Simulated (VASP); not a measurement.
HfO2:

```
Hf O
1.0
     3.55802    0.00000    0.00000
     0.00000    3.55802    0.00000
     0.00000    0.00000    5.17186
Hf O
2 4
Direct
  0.50000 0.50000 0.50000
  0.00000 0.00000 0.00000
  0.00000 0.50000 0.69721
  0.50000 0.00000 0.80279
  0.50000 0.00000 0.30279
  0.00000 0.50000 0.19721
```

Base run:

* Program: VASP 6.6.1
* Functional: PBE
* Potentials or basis: VASP PAW PBE potentials, release 64 (Hf_pv, O)
* Cutoff: 520 eV
* k mesh: 5 × 5 × 4
* Occupations: fermi-dirac, width 0.02 eV
* Spin: no spin polarisation
* Hubbard terms: Hf d U = 2.0 eV

Its results: band gap on the k mesh 4.98 eV, indirect (least direct gap 5.06 eV); pressure 12.7 GPa; largest force 0.405 eV/Å.

Question: The run is repeated on the same cell with these changes: hubbard terms from Hf d U = 2.0 eV to none. What comes out?

Answer: Band gap on the k mesh 4.76 eV, indirect (least direct gap 4.83 eV); pressure 6.5 GPa; largest force 0.099 eV/Å.

The U term pushes filled and empty states of the shell apart.

Caveats: spin-orbit coupling is left out, which moves the levels of the heavy elements.

A k mesh can miss the band edges.
